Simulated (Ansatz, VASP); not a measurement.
**Two plane-wave programs on K2H5**

INCAR

```
SYSTEM = K2H5
PREC     = Accurate       ! precision mode
ENCUT    = 500            ! plane-wave cutoff, eV
EDIFF    = 1E-7           ! SCF threshold, eV
ISMEAR   = 0              ! smearing method
SIGMA    = 0.1            ! smearing width, eV
LREAL    = .False.        ! projectors in reciprocal space
LASPH    = .True.         ! aspherical terms in the spheres
NELM     = 120            ! most SCF steps
ALGO     = Normal         ! electronic algorithm
ISIF     = 3              ! what is computed and relaxed
LWAVE    = .False.        ! write WAVECAR
LCHARG   = .False.        ! write CHGCAR
GGA      = PE             ! functional
IBRION   = 2              ! ionic algorithm
NSW      = 90             ! ionic steps
EDIFFG   = -0.04          ! ionic threshold
GGA_COMPAT= .False.      
NELMIN   = 4
```

KPOINTS

```
Automatic mesh
0
Gamma
  3 3 4
  0 0 0
```

File POSCAR:

```
K2H5
1.0
    5.7742352850      0.0000000000      0.0000000000
   -2.8871176425      5.0006344442      0.0000000000
    0.0000000000      0.0000000000      7.0701688028
K H
2 5
Direct
    0.3333333333      0.6666666667      0.0000000000
    0.6666666667      0.3333333333      0.0000000000
    0.3333333333      0.6666666667      0.5583611320
    0.6666666667      0.3333333333      0.5583611320
    0.3333333333      0.6666666667      0.4416388680
    0.6666666667      0.3333333333      0.4416388680
    0.0000000000      0.0000000000      0.0000000000
```

Input for Ansatz:

```yaml
crystal:
  lattice:
    - [5.774235285, 0.0, 0.0]
    - [-2.8871176425, 5.0006344442, 0.0]
    - [0.0, 0.0, 7.0701688028]
  atoms:
    - { symbol: K, position: [0.3333333333, 0.6666666667, 0.0] }
    - { symbol: K, position: [0.6666666667, 0.3333333333, 0.0] }
    - { symbol: H, position: [0.3333333333, 0.6666666667, 0.558361132] }
    - { symbol: H, position: [0.6666666667, 0.3333333333, 0.558361132] }
    - { symbol: H, position: [0.3333333333, 0.6666666667, 0.441638868] }
    - { symbol: H, position: [0.6666666667, 0.3333333333, 0.441638868] }
    - { symbol: H, position: [0.0, 0.0, 0.0] }
basis:
  ecutwfc: 420
kpoints:
  mp_grid: { grid: [3, 3, 4] }
hamiltonian:
  xc: pbe
scf:
  occupations: { method: gaussian, width: 0.1 }
  lower_state_search: "off"
output:
  forces: true
  stress: true
  eigenvalues: true
relax:
  adjacent_minimum: "off"
  f_tol: 0.04
  max_steps: 70
  cell: { stress_tol: 0.4 }
```

Alike in both runs: task relaxation of cell and atoms; functional PBE; k mesh 3 × 3 × 4; occupations gaussian, width 0.1 eV; no spin polarisation.

|  | VASP | Ansatz |
| --- | --- | --- |
| version | VASP 6.6.1 | Ansatz 0.2.0 |
| potentials or method | VASP PAW PBE potentials, release 64 (K_sv, H), cutoff 500 eV | scalar-relativistic, plane waves, PAW |
| valence electrons in the cell | 23 | 23 |

VASP gave:

| Quantity | Value |
| --- | --- |
| gap on the k mesh at the Fermi level, each at its own relaxed structure (eV) | none |
| relaxed volume (Å³/atom) | 29.50 |
| relaxed cell length with the largest relative difference (Å) | 7.174 |

Which values does Ansatz return?

gap on the k mesh at the Fermi level, each at its own relaxed structure (eV): none; relaxed volume (Å³/atom): 29.15; relaxed cell length with the largest relative difference (Å): 7.077.

A gap of «none» marks a metal or a gap that the smearing closes.

The k mesh is coarse, so the values compare programs but aren't converged.
